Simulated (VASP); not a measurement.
# AlCo in VASP: a series of runs

Runs on AlCo. Level: PBEsol. Tasks: single point.

All numbers are computed with VASP 6.6.1; they aren't measurements. Logs are shortened: lines on timing, memory, paths and dates and some standing lists are left out, and cuts for length are marked.

## 1. The cell of the first run

The structure is cubic, space group Pm-3m (No. 221). The conventional cell has a = 2.823 Å, b = 2.823 Å, c = 2.823 Å, α = 90.00°, β = 90.00°, γ = 90.00°. Al (site symmetry m-3m) has 8 Co at 2.44 Å and 6 Al at 2.82 Å within 3.2 Å. Co (site symmetry m-3m) has 8 Al at 2.44 Å and 6 Co at 2.82 Å within 3.2 Å.

## 2. Single point, PBEsol

Input file INCAR:

```
  ALGO = Normal
  EDIFF = 1E-7
  ENCUT = 520
  GGA = PS
  ISIF = 2
  ISMEAR = 0
  LASPH = T
  LCHARG = T
  LELF = T
  LREAL = F
  LVHAR = T
  LWAVE = F
  NBANDS = 13
  NELM = 60
  PREC = Accurate
  SIGMA = 0.15
```

Input file KPOINTS:

```
k-points
0
Gamma
  22 22 22
```

Input file POSCAR:

```
AlCo
1.0
    2.8225855357      0.0000000000      0.0000000000
    0.0000000000      2.8225855357      0.0000000000
    0.0000000000      0.0000000000      2.8225855357
Al Co
1 1
Direct
    0.0000000000      0.0000000000      0.0000000000
    0.5000000000      0.5000000000      0.5000000000
```

Potentials or basis: VASP PAW PBE potentials, release 64 (Al, Co).

Command:

```
cat potpaw_PBE.64/Al/POTCAR potpaw_PBE.64/Co/POTCAR > POTCAR
mpirun -np 1 vasp_std > vasp.out
```

OUTCAR:

```text
EDIFF = 1E-7
   ENCUT = 520
   GGA = PS
   ISIF = 2
   ISMEAR = 0
   LASPH = T
   LREAL = F
   NELM = 60
   PREC = Accurate

 ion  position               nearest neighbor table
   1  0.000  0.000  0.000-   2 2.44   2 2.44   2 2.44   2 2.44   2 2.44   2 2.44   2 2.44   2 2.44

   2  0.500  0.500  0.500-   1 2.44   1 2.44   1 2.44   1 2.44   1 2.44   1 2.44   1 2.44   1 2.44

  LATTYP: Found a simple cubic cell.
 ALAT       =     2.8225855357

  Lattice vectors:

 A1 = (   2.8225855357,   0.0000000000,   0.0000000000)
 A2 = (   0.0000000000,   2.8225855357,   0.0000000000)
 A3 = (   0.0000000000,   0.0000000000,   2.8225855357)

Analysis of symmetry for initial positions (statically):
=====================================================================
 Subroutine PRICEL returns:
 Original cell was already a primitive cell.

 Routine SETGRP: Setting up the symmetry group for a
 simple cubic supercell.

 Subroutine GETGRP returns: Found 48 space group operations
 (whereof 48 operations were pure point group operations)
 out of a pool of 48 trial point group operations.

The static configuration has the point symmetry O_h .

Analysis of symmetry for dynamics (positions and initial velocities):
=====================================================================
 Subroutine PRICEL returns:
 Original cell was already a primitive cell.

 Routine SETGRP: Setting up the symmetry group for a
 simple cubic supercell.

 Subroutine GETGRP returns: Found 48 space group operations
 (whereof 48 operations were pure point group operations)
 out of a pool of 48 trial point group operations.

The dynamic configuration has the point symmetry O_h .

 Subroutine INISYM returns: Found 48 space group operations
 (whereof 48 operations are pure point group operations),
 and found     1 'primitive' translations

----------------------------------------------------------------------------------------

                                     Primitive cell

  volume of cell :      22.4875

  direct lattice vectors                    reciprocal lattice vectors
     2.822585536  0.000000000  0.000000000     0.354285100  0.000000000  0.000000000
     0.000000000  2.822585536  0.000000000     0.000000000  0.354285100  0.000000000
     0.000000000  0.000000000  2.822585536     0.000000000  0.000000000  0.354285100

  length of vectors
     2.822585536  2.822585536  2.822585536     0.354285100  0.354285100  0.354285100

  position of ions in fractional coordinates (direct lattice)
     0.000000000  0.000000000  0.000000000
     0.500000000  0.500000000  0.500000000

  ion indices of the primitive-cell ions
   primitive index   ion index
                 1           1
                 2           2

----------------------------------------------------------------------------------------

 KPOINTS: k-points

Automatic generation of k-mesh.
 Grid dimensions read from file:
 generate k-points for:   22   22   22

 Generating k-lattice:

  Cartesian coordinates                     Fractional coordinates (reciprocal lattice)
     0.016103868  0.000000000  0.000000000     0.045454545  0.000000000  0.000000000
     0.000000000  0.016103868  0.000000000     0.000000000  0.045454545  0.000000000
     0.000000000  0.000000000  0.016103868     0.000000000  0.000000000  0.045454545

  Length of vectors
     0.016103868  0.016103868  0.016103868

  Shift w.r.t. Gamma in fractional coordinates (k-lattice)
     0.000000000  0.000000000  0.000000000

 Subroutine IBZKPT returns following result:
 ===========================================

 Found    364 irreducible k-points:

 Following reciprocal coordinates:
            Coordinates               Weight
  0.000000  0.000000  0.000000      1.000000
  0.045455  0.000000  0.000000      6.000000
  0.090909  0.000000  0.000000      6.000000
  0.136364  0.000000  0.000000      6.000000
  0.181818  0.000000  0.000000      6.000000
  0.227273  0.000000  0.000000      6.000000
[... 16 lines left out ...]
  0.500000  0.045455  0.000000     12.000000
  0.090909  0.090909  0.000000     12.000000
 [... further k-points ...]
   k-points           NKPTS =    364   k-points in BZ     NKDIM =    364   number of bands    NBANDS=     13
   number of dos      NEDOS =    301   number of ions     NIONS =      2
   total plane-waves  NPLWV =  13824
   dimension x,y,z NGX =    24 NGY =   24 NGZ =   24
   dimension x,y,z NGXF=    48 NGYF=   48 NGZF=   48
   ions per type =               1   1
   NGX,Y,Z   is equivalent  to a cutoff of  14.14, 14.14, 14.14 a.u.
   NGXF,Y,Z  is equivalent  to a cutoff of  28.27, 28.27, 28.27 a.u.
 SYSTEM =  unknown system
   PREC   = accura    normal or accurate (medium, high low for compatibility)
   ISTART =      0    job   : 0-new  1-cont  2-samecut
   ICHARG =      2    charge: 1-file 2-atom 10-const
   ISPIN  =      1    spin polarized calculation?
   LNONCOLLINEAR =      F non collinear calculations
   LSORBIT =      F    spin-orbit coupling
   LASPH  =      T    aspherical Exc in radial PAW
   ENCUT  =  520.0 eV  38.22 Ry    6.18 a.u.   5.25  5.25  5.25*2*pi/ulx,y,z
   NELM   =     60;   NELMIN=  2; NELMDL= -5     # of ELM steps
   EDIFF  = 0.1E-06   stopping-criterion for ELM
   LREAL  =      F    real-space projection
   EDIFFG = 0.1E-05   stopping-criterion for IOM
   NSW    =      0    number of steps for IOM
   IBRION =     -1    ionic relax: 0-MD 1-quasi-New 2-CG
   NFREE  =      0    steps in history (QN), initial steepest desc. (CG)
   ISIF   =      2    stress and relaxation
   ISYM   =      2    0-nonsym 1-usesym 2-fastsym
   POTIM  = 0.5000    time-step for ionic-motion
   TEBEG  =    0.0;   TEEND  =   0.0 temperature during run
   PSTRESS=    0.0 pullay stress
   NELECT =      12.0000    total number of electrons
   NUPDOWN=      -1.0000    fix difference up-down
   EMIN   =  10.00;   EMAX   =-10.00  energy-range for DOS
   EFERMI =   0.00;   METHOD = LEGACY
   ISMEAR =     0;   SIGMA  =   0.15  broadening in eV -4-tet -1-fermi 0-gaus
   EFERMI_NEDOS =   21; number of points for ismear=-14 and -15
   IALGO  =     38    algorithm
   IMIX   =      4    mixing-type and parameters
     AMIX     =   0.40;   BMIX     =  1.00
     AMIX_MAG =   1.60;   BMIX_MAG =  1.00
  volume/ion in A,a.u.               =      11.24        75.88
  Fermi-wavevector in a.u.,A,eV,Ry     =   1.327868  2.509306 23.990236  1.763233
  Thomas-Fermi vector in A             =   2.457148
   LORBIT       =      0    0 simple, 1 ext, 2 COOP (PROOUT), +10 PAW based schemes
   GGA     = PS    functional components
   LHFCALC =     F    Hartree Fock is set to
   AEXX    =    0.0000 exact exchange contribution
   IVDW    =     0    specifies the selected vdW correction
   LEPSILON=     F    determine dielectric tensor
   LRPA    =     F    only Hartree local field effects (RPA)
 non-spin polarized calculation
 Gauss-broadening in eV      SIGMA  =   0.15
  energy-cutoff  :      520.00
  volume of cell :       22.49
 maximum number of plane-waves:       624
 NGX is ok and might be reduce to    24

 number of electron      11.9999996 magnetization

 Free energy of the ion-electron system (eV)
  ---------------------------------------------------
  ext. energy  EPLUGINS =         0.00000000
  ---------------------------------------------------
  free energy    TOTEN  =       -13.08584361 eV

  energy without entropy =      -13.07697812  energy(sigma->0) =      -13.08141086

 E-fermi :  10.8214     XC(G=0): -12.5269

 val. band max:       10.8093632268   @ k =   0.4545   0.4091   0.0909
 cond. band min:      10.8428809621   @ k =   0.5000   0.3636   0.0909
 fundamental gap:      0.0335177353
 Fermi energy:        10.8213880410

 k-point     1 :       0.0000    0.0000    0.0000
  band No.  band energies     occupation
      1      -0.4269      2.00000
      2       7.7219      2.00000
      3       7.7219      2.00000
      4       9.9855      2.00000
      5       9.9855      2.00000
      6       9.9855      2.00000
      7      16.9481      0.00000
      8      16.9481      0.00000
      9      16.9481      0.00000
     10      19.7114      0.00000
     11      19.7114      0.00000
     12      26.5440      0.00000
     13      32.7908      0.00000

 k-point     2 :       0.0455    0.0000    0.0000
  band No.  band energies     occupation
      1      -0.3868      2.00000
      2       7.7192      2.00000
      3       7.7333      2.00000
      4       9.9630      2.00000
      5       9.9630      2.00000
      6       9.9879      2.00000
      7      16.5048      0.00000
      8      17.0045      0.00000
      9      17.0045      0.00000
     10      19.7050      0.00000
     11      20.1283      0.00000
     12      26.6692      0.00000
     13      32.2539      0.00000

 k-point     3 :       0.0909    0.0000    0.0000
  band No.  band energies     occupation
      1      -0.2669      2.00000
      2       7.7065      2.00000
      3       7.7669      2.00000
      4       9.8987      2.00000
      5       9.8987      2.00000
      6       9.9948      2.00000
      7      15.5937      0.00000
      8      17.1705      0.00000
      9      17.1705      0.00000
     10      19.6859      0.00000
     11      20.9536      0.00000
     12      27.0541      0.00000
     13      31.2302      0.00000

 k-point     4 :       0.1364    0.0000    0.0000
  band No.  band energies     occupation
      1      -0.0681      2.00000
      2       7.6701      2.00000
      3       7.8204      2.00000
      4       9.8009      2.00000
      5       9.8009      2.00000
      6      10.0057      2.00000
      7      14.5914      0.00000
      8      17.4382      0.00000
      9      17.4382      0.00000
     10      19.6546      0.00000
     11      21.8016      0.00000
     12      27.7156      0.00000
     13      30.1136      0.00000

 k-point     5 :       0.1818    0.0000    0.0000
  band No.  band energies     occupation
      1       0.2082      2.00000
      2       7.5853      2.00000
      3       7.8904      2.00000
      4       9.6813      2.00000
      5       9.6813      2.00000
      6      10.0197      2.00000
      7      13.6316      0.00000
      8      17.7967      0.00000
      9      17.7967      0.00000
     10      19.6120      0.00000
     11      22.5557      0.00000
     12      28.6502      0.00000
     13      28.9958      0.00000
[... 257 lines left out ...]
 k-point    22 :       0.4545    0.0455    0.0000
  band No.  band energies     occupation
      1       3.3436      2.00000
      2       4.7632      2.00000
      3       8.3321      2.00000
      4       9.0737      2.00000
      5       9.0931      2.00000
      6      10.0822      2.00000
      7      11.0397      0.03954
      8      19.1233      0.00000
      9      20.9895      0.00000
     10      21.2656      0.00000
     11      23.1012      0.00000
     12      23.2595      0.00000
     13      26.1348      0.00000

 k-point    23 :       0.5000    0.0455    0.0000
  band No.  band energies     occupation
      1       3.9921      2.00000
      2       4.0961      2.00000
      3       8.3465      2.00000
      4       9.0583      2.00000
      5       9.0776      2.00000
      6      10.0847      2.00000
      7      11.0134      0.07028
      8      19.1477      0.00000
      9      21.2226      0.00000
     10      21.6495      0.00000
     11      22.7902      0.00000
     12      22.8287      0.00000
     13      26.3988      0.00000

 k-point    24 :       0.0909    0.0909    0.0000
  band No.  band energies     occupation
      1      -0.1078      2.00000
      2       7.7315      2.00000
      3       7.7781      2.00000
      4       9.8026      2.00000
      5       9.8882      2.00000
      6       9.9301      2.00000
      7      15.5295      0.00000
      8      16.0632      0.00000
      9      17.3903      0.00000
     10      20.3151      0.00000
     11      21.6357      0.00000
     12      27.5013      0.00000
     13      29.6305      0.00000

 [... further k-points ...]

------------------------ aborting loop because EDIFF is reached ----------------------------------------

  FORCE on cell =-STRESS in cart. coord.  units (eV):
  Direction    XX          YY          ZZ          XY          YZ          ZX
  --------------------------------------------------------------------------------------
  -------------------------------------------------------------------------------------
  Total        0.0170598      0.0170598      0.0170598     -0.0000000      0.0000000      0.0000000
  in kB        1.2154688      1.2154688      1.2154688     -0.0000000      0.0000000      0.0000000
  external PRESSURE =       1.2154688 kB  Pullay stress =       0.0000000 kB

 VOLUME and BASIS-vectors are now :
 -----------------------------------------------------------------------------
  energy-cutoff  :      520.00
  volume of cell :       22.49
      direct lattice vectors                 reciprocal lattice vectors
     2.822585536  0.000000000  0.000000000     0.354285100  0.000000000  0.000000000
     0.000000000  2.822585536  0.000000000     0.000000000  0.354285100  0.000000000
     0.000000000  0.000000000  2.822585536     0.000000000  0.000000000  0.354285100

 POSITION                                       TOTAL-FORCE (eV/Angst)
 -----------------------------------------------------------------------------------
      0.00000      0.00000      0.00000         0.000000      0.000000      0.000000
      1.41129      1.41129      1.41129         0.000000      0.000000      0.000000
 -----------------------------------------------------------------------------------
    total drift:                                0.000000     -0.000000     -0.000000

  FREE ENERGIE OF THE ION-ELECTRON SYSTEM (eV)
  ---------------------------------------------------
  free  energy   TOTEN  =       -13.0858436082 eV

  energy  without entropy=      -13.0769781177  energy(sigma->0) =      -13.08141086
```

Run time: 40 s. Hardware: 1 thread of Intel Xeon Platinum 8488C (Sapphire Rapids), shared host; peak memory 0.23 GiB.

What came out:

```yaml
Free_energy: -13.0858 eV
Pressure: 0.1 GPa
Band_gap_on_the_k_mesh: zero (bands 6 and 7 overlap by 2.63 eV)
```

Caveat: the PAW data sets were made with another functional, which shifts forces and pressure a little; the run has no spin polarisation, though such a crystal can be magnetic. Spin polarisation is off, so any magnetic state and its effect on volume and gap are missing.

## 3. Single point, PBEsol

Input file INCAR:

```
SYSTEM = AlCo
  PREC = Accurate
  ENCUT = 520
  EDIFF = 1E-7
  ISMEAR = 0
  SIGMA = 0.15
  LREAL = .FALSE.
  LASPH = .TRUE.
  NELM = 80
  ALGO = Fast
  ISIF = 2
  LWAVE = .FALSE.
  LCHARG = .FALSE.
  GGA = PS
  NBANDS = 13
```

Input file KPOINTS:

```
Automatic mesh
0
G
  24 24 24
  0 0 0
```

POSCAR is that of step 2.

Potentials or basis: VASP PAW PBE potentials, release 64 (Al, Co).

Command:

```
cat potpaw_PBE.64/Al/POTCAR potpaw_PBE.64/Co/POTCAR > POTCAR
mpirun -np 1 vasp_std > vasp.out
```

Wall time 71 s (1 thread of Intel Xeon Platinum 8488C (Sapphire Rapids), shared host); peak memory 0.26 GiB.

The run converged. Its results:

```
Free energy            : -13.0859 eV
Pressure               : 0.1 GPa
Band gap on the k mesh : zero (bands 6 and 7 overlap by 2.63 eV)
```

Levels at points of the mesh, in eV from the Fermi level:
| k point | band 3 | band 4 | band 5 | band 6 | band 7 | band 8 | band 9 | band 10 |
| --- | --- | --- | --- | --- | --- | --- | --- | --- |
| (0.00, 0.00, 0.00) | -3.10 | -0.84 | -0.84 | -0.84 | 6.13 | 6.13 | 6.13 | 8.89 |
| (0.50, 0.00, 0.00) | -2.49 | -1.75 | -1.75 | -0.72 | 0.19 | 8.47 | 10.76 | 10.76 |
| (0.50, 0.50, 0.00) | -2.71 | -2.71 | -1.54 | -1.54 | -0.25 | 2.50 | 3.69 | 13.11 |
| (0.50, 0.50, 0.50) | -4.05 | -0.21 | -0.21 | 2.38 | 2.38 | 2.38 | 4.43 | 5.54 |

Caveat: the PAW data sets were made with another functional, which shifts forces and pressure a little; the run has no spin polarisation, though such a crystal can be magnetic.

## 4. Single point, PBEsol

This run uses another cell than the first one: it holds 8 atoms, not 2.

Input file INCAR:

```
SYSTEM = AlCo
PREC     = Accurate       ! precision mode
ENCUT    = 520            ! plane-wave cutoff, eV
EDIFF    = 1E-6           ! SCF threshold, eV
ISMEAR   = 0              ! smearing method
SIGMA    = 0.15           ! smearing width, eV
LREAL    = .False.        ! projectors in reciprocal space
LASPH    = .True.         ! aspherical terms in the spheres
NELM     = 60             ! most SCF steps
ALGO     = Fast           ! electronic algorithm
ISIF     = 2              ! what is computed and relaxed
LWAVE    = .False.        ! write WAVECAR
LCHARG   = .False.        ! write CHGCAR
GGA      = PS             ! functional
NBANDS   = 34             ! bands
```

Input file KPOINTS:

```
regular mesh
0
Gamma
  16 16 16
  0 0 0
```

Input file POSCAR:

```
AlCo
1.0
   -2.8225855357      2.8225855357      2.8225855357
    2.8225855357     -2.8225855357      2.8225855357
    2.8225855357      2.8225855357     -2.8225855357
Al Co
4 4
Direct
    0.0000000000      0.5000000000      0.5000000000
    0.5000000000      0.0000000000      0.5000000000
    0.5000000000      0.5000000000      0.0000000000
    0.0000000000      0.0000000000      0.0000000000
    0.5000000000      0.5000000000      0.5000000000
    0.0000000000      0.0000000000      0.5000000000
    0.0000000000      0.5000000000      0.0000000000
    0.5000000000      0.0000000000      0.0000000000
```

Command:

```
cat potpaw_PBE.64/Al/POTCAR potpaw_PBE.64/Co/POTCAR > POTCAR
mpirun -np 1 vasp_std > vasp.out
```

It took 8.9 min on 1 thread of Intel Xeon Platinum 8488C (Sapphire Rapids), shared host; peak memory 0.46 GiB.

The run converged. Its results:

* Free energy: -52.3432 eV
* Pressure: -0.1 GPa
* Band gap on the k mesh: zero (bands 24 and 25 overlap by 0.51 eV)

Levels at points of the mesh, in eV from the Fermi level:
| k point | band 22 | band 23 | band 24 | band 25 | band 26 | band 27 |
| --- | --- | --- | --- | --- | --- | --- |
| (0.00, 0.00, 0.00) | -0.84 | -0.84 | -0.84 | -0.25 | -0.25 | -0.25 |
| (0.50, 0.00, 0.00) | -1.19 | -0.66 | -0.66 | 0.27 | 0.27 | 1.75 |
| (0.50, 0.50, 0.50) | -0.21 | -0.21 | 0.19 | 0.19 | 0.19 | 2.38 |

Caveat: the PAW data sets were made with another functional, which shifts forces and pressure a little; the run has no spin polarisation, though such a crystal can be magnetic.

## 5. Single point, PBEsol (biaxial strain in the a-b plane: +3.0 %, then relaxed in part)

Input file INCAR:

```
SYSTEM = AlCo
  PREC = Accurate
  ENCUT = 520
  EDIFF = 1E-6
  ISMEAR = 0
  SIGMA = 0.1
  LREAL = .FALSE.
  LASPH = .TRUE.
  NELM = 100
  ALGO = Fast
  ISIF = 2
  LWAVE = .FALSE.
  LCHARG = .FALSE.
  GGA = PS
  NBANDS = 13
```

Input file KPOINTS:

```
regular mesh
0
G
  18 18 18
  0 0 0
```

Input file POSCAR:

```
AlCo
1.0
    2.9072631039      0.0000000000      0.0000000000
    0.0000000000      2.9072631039      0.0000000000
    0.0000000000      0.0000000000      2.7642806734
Al Co
1 1
Direct
    0.0000000000      0.0000000000      0.0000000000
    0.5000000000      0.5000000000      0.5000000000
```

Command:

```
cat potpaw_PBE.64/Al/POTCAR potpaw_PBE.64/Co/POTCAR > POTCAR
mpirun -np 1 vasp_std > vasp.out
```

It took 2.5 min on 1 thread of AMD EPYC 7R43 (Zen 3), shared host; peak memory 0.25 GiB.

The run converged. Its results:

```
Free energy            : -13.0417 eV
Pressure               : -6.5 GPa
Band gap on the k mesh : zero (bands 6 and 7 overlap by 2.68 eV)
```

Stress tensor (GPa, compression positive):
```
-9.71  0.00  0.00
 0.00 -9.71  0.00
 0.00  0.00  0.00
```

Levels at points of the mesh, in eV from the Fermi level:
```tsv
k point	band 4	band 5	band 6	band 7	band 8	band 9
(0.00, 0.00, 0.00)	-0.88	-0.68	-0.68	5.36	5.36	7.23
(0.50, 0.00, 0.00)	-1.76	-1.38	-0.58	0.06	8.38	9.97
(0.50, 0.50, 0.00)	-2.83	-1.22	-1.22	-0.31	2.10	3.18
(0.00, 0.00, 0.50)	-1.72	-1.72	-0.74	0.52	8.48	10.13
(0.50, 0.00, 0.50)	-2.32	-1.52	-1.48	-0.16	2.61	3.65
(0.50, 0.50, 0.50)	-0.26	-0.07	2.37	2.37	2.55	4.12
```

Caveat: the cell differs from its parent crystal (biaxial strain in the a-b plane: +3.0 %, then relaxed in part); the cell stands under tension; the PAW data sets were made with another functional, which shifts forces and pressure a little; the run has no spin polarisation, though such a crystal can be magnetic.

[end of part 1 of 2]
